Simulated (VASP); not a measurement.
Input of a VASP 6.6.1 run:

POSCAR

```
K2AlS5
1.0
    6.6126000000      0.0000000000      0.0000000000
    0.0000000000      6.6126000000      0.0000000000
    0.0000000000      0.0000000000      4.1005880000
K Al S
2 1 5
Direct
    0.0000000000      0.5000000000      0.5000000000
    0.5000000000      0.0000000000      0.5000000000
    0.0000000000      0.0000000000      0.0000000000
    0.0000000000      0.0000000000      0.5000000000
    0.2190000000      0.2190000000      0.0000000000
    0.7810000000      0.2190000000      0.0000000000
    0.7810000000      0.7810000000      0.0000000000
    0.2190000000      0.7810000000      0.0000000000
```

The input INCAR.step1:

```
SYSTEM = K2AlS5
PREC = Accurate
ENCUT = 400
EDIFF = 1E-5
ISMEAR = 0
SIGMA = 0.0229
LREAL = .False.
LASPH = .True.
NELM = 120
ALGO = Normal
ISIF = 2
LWAVE = .True.
LCHARG = .False.
NBANDS = 36
GGA = PE
GGA_COMPAT = .False.
```

INCAR.step2

```
SYSTEM = K2AlS5
PREC = Accurate
ENCUT = 400
EDIFF = 1E-6
ISMEAR = 0
SIGMA = 0.0229
LREAL = .False.
LASPH = .True.
NELM = 120
ALGO = Normal
ISIF = 2
LWAVE = .False.
LCHARG = .False.
GGA = PE
LHFCALC = .True.
HFSCREEN = 0.2079
PRECFOCK = Normal
NBANDS = 36
ISTART = 1
GGA_COMPAT = .False.
```

File KPOINTS:

```
Automatic mesh
0
Gamma
  2 2 3
  0 0 0
```

Potentials or basis: VASP PAW PBE potentials, release 64 (K_sv, Al, S).

The run is started by

```console
$ cat potpaw_PBE.64/K_sv/POTCAR potpaw_PBE.64/Al/POTCAR potpaw_PBE.64/S/POTCAR > POTCAR
$ cp INCAR.step1 INCAR
$ mpirun -np 1 vasp_std > vasp.out
$ cp INCAR.step2 INCAR
$ mpirun -np 1 vasp_std > vasp.out
```

Estimate the band gap on the k mesh.

zero (an odd number of electrons rules out a gap without spin polarisation).

Estimate the pressure.

18.1 GPa.

Estimate the largest force.

3.838 eV/Å.

Forces on the atoms (eV/Å):
```
K    0.000  0.000  0.000
K    0.000  0.000  0.000
Al   0.000  0.000  0.000
S    0.000  0.000  0.000
S    2.714  2.714  0.000
S   -2.714  2.714  0.000
S   -2.714 -2.714  0.000
S    2.714 -2.714  0.000
```

Caveat: the k points lie up to 0.51 Å⁻¹ apart, too coarse for converged energies and pressures of a metal; the PAW data sets were made with another functional, which shifts forces and pressure a little.
